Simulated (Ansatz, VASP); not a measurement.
# One calculation of N, two programs

```
CELL_PARAMETERS angstrom
5.71138 0.00000 0.00000
0.00000 5.71138 0.00000
0.00000 0.00000 5.71138
ATOMIC_POSITIONS crystal
N 0.05525 0.05525 0.05525
N 0.44475 0.94475 0.55525
N 0.55525 0.44475 0.94475
N 0.94475 0.55525 0.44475
N 0.94475 0.94475 0.94475
N 0.55525 0.05525 0.44475
N 0.44475 0.55525 0.05525
N 0.05525 0.44475 0.55525
```

Alike in both runs: functional r2SCAN; k mesh 4 × 4 × 4; occupations gaussian, width 0.02 eV; no spin polarisation.

Ansatz relaxed the structure, and its values are those at the end. VASP's run is a single point on that final structure, the one shown.

|  | VASP | Ansatz |
| --- | --- | --- |
| version | VASP 6.6.1 | Ansatz 0.2.0 |
| potentials or method | VASP PAW PBE potentials, release 64 (N), cutoff 520 eV | scalar-relativistic, plane waves, PAW |
| valence electrons in the cell | 40 | 40 |

|  | VASP | Ansatz | Ansatz less VASP |
| --- | --- | --- | --- |
| gap on the k mesh at the Fermi level (eV) | 8.19 | 8.22 | +0.034 |
| least direct gap on the mesh (eV) | 8.21 | 8.25 | +0.035 |
| pressure (GPa) | 2.6 | 0.0 | -2.53 |
| rms of the force components (eV/Å) | 1.328 | 0.010 | -1.3180 |

VASP's potentials were made for PBE, not for r2SCAN. One of these differences is far larger than is usual between the two programs; its cause wasn't traced. The functional is the same, so the differences come from potentials, cutoffs and numerics.

Noted on VASP's run: the standard files for N, O and F lose accuracy on very short bonds.
